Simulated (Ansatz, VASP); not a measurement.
# One calculation of Zn, two programs

Contents of INCAR:

```
SYSTEM = Zn
PREC = Accurate
ENCUT = 520
EDIFF = 1E-8
ISMEAR = -1
SIGMA = 0.03
LREAL = .False.
LASPH = .True.
NELM = 80
ALGO = Normal
ISIF = 2
LWAVE = .False.
LCHARG = .False.
GGA = PS
LEFG = .True.
NBANDS = 19
```

File KPOINTS:

```
regular mesh
0
Gamma
  18 18 9
  0 0 0
```

The input POSCAR:

```
Zn
1.0
    2.5614445404      0.0000000000      0.0000000000
   -1.2807222702      2.2182760424      0.0000000000
    0.0000000000      0.0000000000      4.7745270880
Zn
2
Direct
    0.3333333333      0.6666666667      0.2500000000
    0.6666666667      0.3333333333      0.7500000000
```

Input for Ansatz:

```yaml
crystal:
  lattice:
    - [2.5614445404, 0.0, 0.0]
    - [-1.2807222702, 2.2182760424, 0.0]
    - [0.0, 0.0, 4.774527088]
  atoms:
    - { symbol: Zn, position: [0.3333333333, 0.6666666667, 0.25] }
    - { symbol: Zn, position: [0.6666666667, 0.3333333333, 0.75] }
kpoints:
  mp_grid: { grid: [18, 18, 9] }
scf:
  occupations: { method: fermi_dirac, width: 0.03 }
hamiltonian:
  xc: pbesol
  pseudopotentials: { kind: paw }
output:
  forces: true
  stress: true
  eigenvalues: true
  efg: { contact_densities: true }
```

Change from the starting cell: volume scaled by 0.9405, PAW files.

Alike in both runs: task electric field gradients; functional PBEsol; k mesh 18 × 18 × 9; occupations fermi-dirac, width 0.03 eV; no spin polarisation.

|  | VASP | Ansatz |
| --- | --- | --- |
| version | VASP 6.6.1 | Ansatz 0.2.0 |
| potentials or method | VASP PAW PBE potentials, release 64 (Zn) | PAW with Ansatz's default frozen-core files, scalar-relativistic |
| plane-wave cutoff (eV) | 520 | 420 |
| valence electrons in the cell | 24 | 24 |

```csv
,VASP,Ansatz,Ansatz less VASP
pressure (GPa),5.4,4.8,-0.56
"traceless stress, the component that is largest in VASP (GPa)",-0.05,0.11,+0.161
size of Vzz on the site where it differs most (V/Å²),41.4,40.0,-1.41
```

VASP's potentials were made for PBE, not for PBEsol.
